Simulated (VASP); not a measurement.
# SbPt (P6_3/mmc) in VASP: a series of runs

SbPt is run at these levels: LDA; tasks: electric field gradients.

All numbers are computed with VASP 6.6.1; they aren't measurements. Logs are shortened: lines on timing, memory, paths and dates and some standing lists are left out, and cuts for length are marked.

## Step 1: The cell of the first run

Symmetry: P6_3/mmc, No. 194, hexagonal system. Conventional cell: a = 4.211 Å, b = 4.211 Å, c = 5.579 Å, α = 90.00°, β = 90.00°, γ = 120.00°. Within 3.7 Å of Sb (site symmetry -6m2) lie 6 Pt at 2.80 Å. Within 3.7 Å of Pt (site symmetry -3m) lie 2 Pt at 2.79 Å and 6 Sb at 2.80 Å.

## Step 2: Electric field gradients, LDA (volume scaled by 1.06)

Input file INCAR:

```
PREC = Accurate ; ENCUT = 520
EDIFF = 1E-8 ; ISMEAR = -1
SIGMA = 0.08 ; LREAL = F
LASPH = T ; NELM = 60
ALGO = Normal ; ISIF = 2
LWAVE = F ; LCHARG = F
LEFG = T ; NBANDS = 23
```

Input file KPOINTS:

```
Automatic mesh
0
Gamma
  11 11 8
```

Input file POSCAR:

```
SbPt
1.0
    4.2109987854      0.0000000000      0.0000000000
   -2.1054993927      3.6468319235      0.0000000000
    0.0000000000      0.0000000000      5.5793213643
Sb Pt
2 2
Direct
    0.3333333333      0.6666666667      0.2500000000
    0.6666666667      0.3333333333      0.7500000000
    0.0000000000      0.0000000000      0.0000000000
    0.0000000000      0.0000000000      0.5000000000
```

Potentials or basis: VASP PAW LDA potentials, release 64 (Sb, Pt).

The run is started by

```bash
> cat potpaw_LDA.64/Sb/POTCAR potpaw_LDA.64/Pt/POTCAR > POTCAR
> mpirun -np 1 vasp_std > vasp.out
```

OUTCAR:

```text
PREC = Accurate
   ENCUT = 520
   EDIFF = 1E-8
   ISMEAR = -1
   LREAL = F
   LASPH = T
   NELM = 60
   ISIF = 2

 ion  position               nearest neighbor table
   1  0.333  0.667  0.250-   3 2.80   4 2.80   3 2.80   4 2.80   3 2.80   4 2.80   2 3.70   2 3.70
                             2 3.70   2 3.70   2 3.70   2 3.70
   2  0.667  0.333  0.750-   3 2.80   4 2.80   3 2.80   4 2.80   3 2.80   4 2.80   1 3.70   1 3.70
                             1 3.70   1 3.70   1 3.70   1 3.70
   3  0.000  0.000  0.000-   4 2.79   4 2.79   1 2.80   2 2.80   2 2.80   1 2.80   2 2.80   1 2.80

   4  0.000  0.000  0.500-   3 2.79   3 2.79   1 2.80   2 2.80   2 2.80   1 2.80   2 2.80   1 2.80

  LATTYP: Found a hexagonal cell.
 ALAT       =     4.2109987854
 C/A-ratio  =     1.3249401505

  Lattice vectors:

 A1 = (   4.2109987854,   0.0000000000,   0.0000000000)
 A2 = (  -2.1054993927,   3.6468319235,   0.0000000000)
 A3 = (   0.0000000000,   0.0000000000,   5.5793213643)

Analysis of symmetry for initial positions (statically):
=====================================================================
 Subroutine PRICEL returns:
 Original cell was already a primitive cell.

 Routine SETGRP: Setting up the symmetry group for a
 hexagonal supercell.

 Subroutine GETGRP returns: Found 24 space group operations
 (whereof 12 operations were pure point group operations)
 out of a pool of 24 trial point group operations.

The static configuration has the point symmetry D_3d.
 The point group associated with its full space group is D_6h.

Analysis of symmetry for dynamics (positions and initial velocities):
=====================================================================
 Subroutine PRICEL returns:
 Original cell was already a primitive cell.

 Routine SETGRP: Setting up the symmetry group for a
 hexagonal supercell.

 Subroutine GETGRP returns: Found 24 space group operations
 (whereof 12 operations were pure point group operations)
 out of a pool of 24 trial point group operations.

The dynamic configuration has the point symmetry D_3d.
 The point group associated with its full space group is D_6h.

 Subroutine INISYM returns: Found 24 space group operations
 (whereof 12 operations are pure point group operations),
 and found     1 'primitive' translations

----------------------------------------------------------------------------------------

                                     Primitive cell

  volume of cell :      85.6805

  direct lattice vectors                    reciprocal lattice vectors
     4.210998785  0.000000000  0.000000000     0.237473353  0.137105304  0.000000000
    -2.105499393  3.646831924  0.000000000     0.000000000  0.274210608  0.000000000
     0.000000000  0.000000000  5.579321364     0.000000000  0.000000000  0.179233268

  length of vectors
     4.210998785  4.210998785  5.579321364     0.274210608  0.274210608  0.179233268

  position of ions in fractional coordinates (direct lattice)
     0.333333333  0.666666667  0.250000000
     0.666666667  0.333333333  0.750000000
     0.000000000  0.000000000  0.000000000
     0.000000000  0.000000000  0.500000000

  ion indices of the primitive-cell ions
   primitive index   ion index
                 1           1
                 2           2
                 3           3
                 4           4

----------------------------------------------------------------------------------------

 KPOINTS: Automatic mesh

Automatic generation of k-mesh.
 Grid dimensions read from file:
 generate k-points for:   11   11    8

 Generating k-lattice:

  Cartesian coordinates                     Fractional coordinates (reciprocal lattice)
     0.021588487  0.012464119  0.000000000     0.090909091  0.000000000  0.000000000
     0.000000000  0.024928237  0.000000000     0.000000000  0.090909091  0.000000000
     0.000000000  0.000000000  0.022404158     0.000000000  0.000000000  0.125000000

  Length of vectors
     0.024928237  0.024928237  0.022404158

  Shift w.r.t. Gamma in fractional coordinates (k-lattice)
     0.000000000  0.000000000  0.000000000

 Subroutine IBZKPT returns following result:
 ===========================================

 Found     80 irreducible k-points:

 Following reciprocal coordinates:
            Coordinates               Weight
  0.000000  0.000000  0.000000      1.000000
  0.090909  0.000000  0.000000      6.000000
  0.181818 -0.000000  0.000000      6.000000
  0.272727  0.000000  0.000000      6.000000
  0.363636  0.000000  0.000000      6.000000
  0.454545 -0.000000  0.000000      6.000000
[... 16 lines left out ...]
  0.090909  0.090909  0.125000     12.000000
  0.181818  0.090909  0.125000     24.000000
 [... further k-points ...]
   k-points           NKPTS =     80   k-points in BZ     NKDIM =     80   number of bands    NBANDS=     23
   number of dos      NEDOS =    301   number of ions     NIONS =      4
   total plane-waves  NPLWV =  43008
   dimension x,y,z NGX =    32 NGY =   32 NGZ =   42
   dimension x,y,z NGXF=    64 NGYF=   64 NGZF=   84
   ions per type =               2   2
   NGX,Y,Z   is equivalent  to a cutoff of  12.63, 12.63, 12.51 a.u.
   NGXF,Y,Z  is equivalent  to a cutoff of  25.27, 25.27, 25.03 a.u.
 SYSTEM =  unknown system
   PREC   = accura    normal or accurate (medium, high low for compatibility)
   ISTART =      0    job   : 0-new  1-cont  2-samecut
   ICHARG =      2    charge: 1-file 2-atom 10-const
   ISPIN  =      1    spin polarized calculation?
   LNONCOLLINEAR =      F non collinear calculations
   LSORBIT =      F    spin-orbit coupling
   LASPH  =      T    aspherical Exc in radial PAW
   ENCUT  =  520.0 eV  38.22 Ry    6.18 a.u.   7.83  7.83 10.37*2*pi/ulx,y,z
   NELM   =     60;   NELMIN=  2; NELMDL= -5     # of ELM steps
   EDIFF  = 0.1E-07   stopping-criterion for ELM
   LREAL  =      F    real-space projection
   EDIFFG = 0.1E-06   stopping-criterion for IOM
   NSW    =      0    number of steps for IOM
   IBRION =     -1    ionic relax: 0-MD 1-quasi-New 2-CG
   NFREE  =      0    steps in history (QN), initial steepest desc. (CG)
   ISIF   =      2    stress and relaxation
   ISYM   =      2    0-nonsym 1-usesym 2-fastsym
   POTIM  = 0.5000    time-step for ionic-motion
   TEBEG  =    0.0;   TEEND  =   0.0 temperature during run
   PSTRESS=    0.0 pullay stress
   NELECT =      30.0000    total number of electrons
   NUPDOWN=      -1.0000    fix difference up-down
   EMIN   =  10.00;   EMAX   =-10.00  energy-range for DOS
   EFERMI =   0.00;   METHOD = LEGACY
   ISMEAR =    -1;   SIGMA  =   0.08  broadening in eV -4-tet -1-fermi 0-gaus
   EFERMI_NEDOS =   21; number of points for ismear=-14 and -15
   IALGO  =     38    algorithm
   IMIX   =      4    mixing-type and parameters
     AMIX     =   0.40;   BMIX     =  1.00
     AMIX_MAG =   1.60;   BMIX_MAG =  1.00
  volume/ion in A,a.u.               =      21.42       144.55
  Fermi-wavevector in a.u.,A,eV,Ry     =   1.153864  2.180486 18.114816  1.331401
  Thomas-Fermi vector in A             =   2.290504
   LORBIT       =      0    0 simple, 1 ext, 2 COOP (PROOUT), +10 PAW based schemes
   GGA     = CA    functional components
   LHFCALC =     F    Hartree Fock is set to
   AEXX    =    0.0000 exact exchange contribution
   IVDW    =     0    specifies the selected vdW correction
   LEPSILON=     F    determine dielectric tensor
   LRPA    =     F    only Hartree local field effects (RPA)
 non-spin polarized calculation
  energy-cutoff  :      520.00
  volume of cell :       85.68
 maximum number of plane-waves:      2336
 NGX is ok and might be reduce to    32
   NGX = 15   NGY = 15   NGZ = 21

 number of electron      30.0000004 magnetization

 Free energy of the ion-electron system (eV)
  ---------------------------------------------------
  ext. energy  EPLUGINS =         0.00000000
  ---------------------------------------------------
  free energy    TOTEN  =       -26.24002948 eV

  energy without entropy =      -26.19720929  energy(sigma->0) =      -26.21861939

 E-fermi :   9.1276     XC(G=0): -11.3721

 val. band max:        9.1141839770   @ k =   0.0000   0.0000   0.0000
 cond. band min:       9.1312802403   @ k =   0.0909   0.0000   0.2500
 fundamental gap:      0.0170962632
 Fermi energy:         9.1276470420

 k-point     1 :       0.0000    0.0000    0.0000
  band No.  band energies     occupation
      1      -3.2865      2.00000
      2       0.2655      2.00000
      3       2.5852      2.00000
      4       3.5547      2.00000
      5       3.5547      2.00000
      6       3.6490      2.00000
[... 15 lines left out ...]
     22      14.4493      0.00000
     23      16.9343      0.00000

 k-point     2 :       0.0909    0.0000    0.0000
  band No.  band energies     occupation
      1      -3.1915      2.00000
      2       0.1787      2.00000
      3       2.7004      2.00000
      4       3.5796      2.00000
      5       3.6244      2.00000
      6       3.7129      2.00000
[... 15 lines left out ...]
     22      14.8908      0.00000
     23      15.7869      0.00000

 k-point     3 :       0.1818   -0.0000    0.0000
  band No.  band energies     occupation
      1      -2.9123      2.00000
      2      -0.0325      2.00000
      3       3.0375      2.00000
      4       3.5186      2.00000
      5       3.6358      2.00000
      6       4.1216      2.00000
[... 15 lines left out ...]
     22      15.7068      0.00000
     23      15.7859      0.00000
[... 495 lines left out ...]
 k-point    23 :       0.0909    0.0909    0.1250
  band No.  band energies     occupation
      1      -2.9303      2.00000
      2      -0.1971      2.00000
      3       3.0329      2.00000
      4       3.6603      2.00000
      5       3.6901      2.00000
      6       4.2171      2.00000
[... 15 lines left out ...]
     22      15.2045      0.00000
     23      15.7952      0.00000

 k-point    24 :       0.1818    0.0909    0.1250
  band No.  band energies     occupation
      1      -2.5730      2.00000
      2      -0.3279      2.00000
      3       3.2753      2.00000
      4       3.4597      2.00000
      5       3.7176      2.00000
      6       4.4946      2.00000
[... 15 lines left out ...]
     22      15.5396      0.00000
     23      16.2938      0.00000

 [... further k-points ...]
[... 5 lines left out ...]
  --------------------------------------------------------------------------------------
  -------------------------------------------------------------------------------------
  Total       -3.6462720     -3.6462720     -4.6848624      0.0000000      0.0000000     -0.0000000
  in kB      -68.1832029    -68.1832029    -87.6042505      0.0000000      0.0000000     -0.0000000
  external PRESSURE =     -74.6568854 kB  Pullay stress =       0.0000000 kB

 VOLUME and BASIS-vectors are now :
 -----------------------------------------------------------------------------
  energy-cutoff  :      520.00
  volume of cell :       85.68
      direct lattice vectors                 reciprocal lattice vectors
     4.210998785  0.000000000  0.000000000     0.237473353  0.137105304  0.000000000
    -2.105499393  3.646831924  0.000000000     0.000000000  0.274210608  0.000000000
     0.000000000  0.000000000  5.579321364     0.000000000  0.000000000  0.179233268

 POSITION                                       TOTAL-FORCE (eV/Angst)
 -----------------------------------------------------------------------------------
     -0.00000      2.43122      1.39483         0.000000      0.000000      0.000000
      2.10550      1.21561      4.18449        -0.000000     -0.000000      0.000000
      0.00000      0.00000      0.00000         0.000000      0.000000      0.000000
      0.00000      0.00000      2.78966         0.000000      0.000000      0.000000
 -----------------------------------------------------------------------------------
    total drift:                               -0.000000      0.000000     -0.000000

  FREE ENERGIE OF THE ION-ELECTRON SYSTEM (eV)
  ---------------------------------------------------
  free  energy   TOTEN  =       -26.2400294848 eV

  energy  without entropy=      -26.1972092879  energy(sigma->0) =      -26.21861939

 Electric field gradients (V/A^2)
---------------------------------------------------------------------
 ion       V_xx      V_yy      V_zz      V_xy      V_xz      V_yz
---------------------------------------------------------------------
   1      -6.503    -6.503    13.007    -0.000    -0.000     0.000
   2      -6.503    -6.503    13.007    -0.000     0.000    -0.000
   3      55.916    55.915  -111.831    -0.001    -0.000     0.000
   4      55.916    55.915  -111.831    -0.001     0.000    -0.000
---------------------------------------------------------------------

 Electric field gradients after diagonalization (V/A^2)
 (convention: |V_zz| > |V_xx| > |V_yy|)
----------------------------------------------------------------------
 ion       V_xx      V_yy      V_zz     asymmetry (V_yy - V_xx)/ V_zz
----------------------------------------------------------------------
   1      -6.503    -6.503    13.007       0.000
   2      -6.503    -6.503    13.007       0.000
   3      55.916    55.915  -111.831       0.000
   4      55.916    55.915  -111.831       0.000
----------------------------------------------------------------------

           NMR quadrupolar parameters

 Cq : quadrupolar parameter    Cq=e*Q*V_zz/h
 eta: asymmetry parameters     (V_yy - V_xx)/ V_zz
 Q  : nuclear electric quadrupole moment in mb (millibarn)
----------------------------------------------------------------------
 ion       Cq(MHz)       eta       Q (mb)
----------------------------------------------------------------------
   1       0.031       0.000       1.000
   2       0.031       0.000       1.000
   3      -0.270       0.000       1.000
   4      -0.270       0.000       1.000
----------------------------------------------------------------------
```

It took 1.9 min on 1 thread of Intel Xeon 6975P-C, shared host; peak memory 0.27 GiB.

What came out:

| Property | Result |
| --- | --- |
| Free energy | -26.2400 eV |
| Pressure | -7.5 GPa |
| Band gap on the k mesh | zero (band 15 reaches 11.37 eV, above the bottom of band 16 at 7.67 eV) |

Stress tensor (GPa, compression positive):
```
-6.82  0.00  0.00
 0.00 -6.82  0.00
 0.00  0.00 -8.76
```

Levels at points of the mesh, in eV from the Fermi level:
| k point | band 13 | band 14 | band 15 | band 16 | band 17 | band 18 |
| --- | --- | --- | --- | --- | --- | --- |
| (0.00, 0.00, 0.00) | -0.01 | -0.01 | 0.68 | 2.23 | 2.49 | 3.21 |
| (0.00, 0.00, 0.50) | -1.26 | -1.26 | 2.25 | 2.25 | 2.25 | 2.25 |

Electric field gradients, principal values (V/Å²):
| atom | least | middle | greatest (by size) |
| --- | --- | --- | --- |
| 1 Sb | -6.503 | -6.503 | 13.007 |
| 2 Sb | -6.503 | -6.503 | 13.007 |
| 3 Pt | 55.915 | 55.916 | -111.831 |
| 4 Pt | 55.915 | 55.916 | -111.831 |

Caveat: without QUAD_EFG the Cq values of the log hold for a quadrupole moment of 1 mb, not for the nuclei; spin-orbit coupling is left out, which moves the levels of the heavy elements.

[end of part 1 of 3]
